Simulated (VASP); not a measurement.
Write the native input for VASP 6.6.1 that does the following.

```
Task                   : single point
Functional             : r2SCAN
Potentials or basis    : VASP PAW PBE potentials, release 64 (Pt, Ag)
Cutoff                 : 520 eV
k mesh                 : 12 × 12 × 1
Occupations            : gaussian, width 0.1 eV
Spin                   : no spin polarisation
Dipole correction      : yes
Further INCAR settings : ALGO = Normal; EDIFF = 1e-06; NBANDS = 34
```

System: AgPt4, a slab with vacuum.

```
Pt Ag
1.0
     2.78613    0.00000    0.00000
    -1.39307    2.41286    0.00000
     0.00000    0.00000   25.82461
Pt Ag
4 1
Direct
  0.66667 0.33333 0.32914
  0.33333 0.66667 0.41723
  0.00000 0.00000 0.50487
  0.66667 0.33333 0.59402
  0.66667 0.33333 0.70006
```

One way to write it, as run:

POSCAR

```
AgPt4
1.0
    2.7861346168      0.0000000000      0.0000000000
   -1.3930673084      2.4128633565      0.0000000000
    0.0000000000      0.0000000000     25.8246081658
Pt Ag
4 1
Direct
    0.6666666667      0.3333333333      0.3291434258
    0.3333333333      0.6666666667      0.4172326380
    0.0000000000      0.0000000000      0.5048704698
    0.6666666667      0.3333333333      0.5940219137
    0.6666666667      0.3333333333      0.7000639783
```

INCAR.step1

```
PREC = Accurate
ENCUT = 520
ISMEAR = 0
SIGMA = 0.1
LREAL = False
LASPH = True
NELM = 80
LDIPOL = True
IDIPOL = 3
DIPOL = 0.5 0.5 0.509
NBANDS = 34
GGA = PE
ALGO = Normal
EDIFF = 1E-4
LWAVE = True
LCHARG = False
```

INCAR.step2

```
PREC = Accurate
ENCUT = 520
EDIFF = 1E-6
ISMEAR = 0
SIGMA = 0.1
LREAL = False
LASPH = True
NELM = 80
ALGO = Normal
ISIF = 2
LWAVE = False
LCHARG = False
LDIPOL = True
IDIPOL = 3
DIPOL = 0.5 0.5 0.509
METAGGA = R2SCAN
LMIXTAU = True
NBANDS = 34
ISTART = 1
```

KPOINTS

```
Automatic mesh
0
Gamma
  12 12 1
```

Potentials or basis: VASP PAW PBE potentials, release 64 (Pt, Ag).

Command:

```sh
$ cat potpaw_PBE.64/Pt/POTCAR potpaw_PBE.64/Ag/POTCAR > POTCAR
$ cp INCAR.step1 INCAR
$ mpirun -np 1 vasp_std > vasp.out
$ cp INCAR.step2 INCAR
$ mpirun -np 1 vasp_std > vasp.out
```

It gave:

```
Largest force          : 0.117 eV/Å
Band gap on the k mesh : zero (an odd number of electrons rules out a gap without spin polarisation)
```

Caveat: the PAW data sets were made with another functional, which shifts forces and pressure a little; spin-orbit coupling is left out, which moves the levels of the heavy elements.

Run time: 33 min on 1 thread of Intel Xeon 8259CL (shared host), peak memory 0.43 GiB.
